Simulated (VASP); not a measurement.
Set up this calculation in VASP 6.6.1, as the native input.

| Item | Value |
| --- | --- |
| Task | single point |
| Functional | PBE0 |
| Potentials or basis | VASP PAW PBE potentials, release 64 (Be, Te) |
| Cutoff | 520 eV |
| k mesh | 6 × 6 × 6 |
| Occupations | gaussian, width 0.01 eV |
| Spin | no spin polarisation |
| Dipole correction | no |
| Grid for exact exchange (PRECFOCK) | Normal |
| Further INCAR settings | ALGO = Normal; EDIFF = 1e-07; NBANDS = 11 |
| Share of exact exchange | 0.25 |

Crystal: BeTe.

```
CELL_PARAMETERS angstrom
0.00000 2.82862 2.82862
2.82862 0.00000 2.82862
2.82862 2.82862 0.00000
ATOMIC_POSITIONS crystal
Be 0.00000 0.00000 0.00000
Te 0.25000 0.25000 0.25000
```

The input as run:

POSCAR

```
BeTe
1.0
    0.0000000000      2.8286236255      2.8286236255
    2.8286236255      0.0000000000      2.8286236255
    2.8286236255      2.8286236255      0.0000000000
Be Te
1 1
Direct
    0.0000000000      0.0000000000      0.0000000000
    0.2500000000      0.2500000000      0.2500000000
```

INCAR.step1

```
SYSTEM = BeTe
PREC = Accurate ; ENCUT = 520
EDIFF = 1E-5 ; ISMEAR = 0
SIGMA = 0.01 ; LREAL = .False.
LASPH = .True. ; NELM = 80
ALGO = Normal ; ISIF = 2
LWAVE = .True. ; LCHARG = .False.
GGA = PE ; NBANDS = 11
```

INCAR.step2

```
SYSTEM = BeTe
PREC = Accurate ; ENCUT = 520
EDIFF = 1E-7 ; ISMEAR = 0
SIGMA = 0.01 ; LREAL = .False.
LASPH = .True. ; NELM = 80
ALGO = Normal ; ISIF = 2
LWAVE = .False. ; LCHARG = .False.
GGA = PE ; LHFCALC = .True.
AEXX = 0.25 ; PRECFOCK = Normal
ISTART = 1 ; NBANDS = 11
```

KPOINTS

```
regular mesh
0
Gamma
  6 6 6
  0 0 0
```

Potentials or basis: VASP PAW PBE potentials, release 64 (Be, Te).

The run is started by

```bash
$ cat potpaw_PBE.64/Be/POTCAR potpaw_PBE.64/Te/POTCAR > POTCAR
$ cp INCAR.step1 INCAR
$ mpirun -np 1 vasp_std > vasp.out
$ cp INCAR.step2 INCAR
$ mpirun -np 1 vasp_std > vasp.out
```

Results of the run:

```json
{
  "Pressure": "-1.0 GPa",
  "Band gap on the k mesh": "3.34 eV (least direct gap 5.17 eV)"
}
```

Caveat: the PAW data sets were made with another functional, which shifts forces and pressure a little; spin-orbit coupling is left out, which moves the levels of the heavy elements.

Run time: 32 min on 1 thread of AMD EPYC 7R13, on a shared host, peak memory 0.17 GiB.
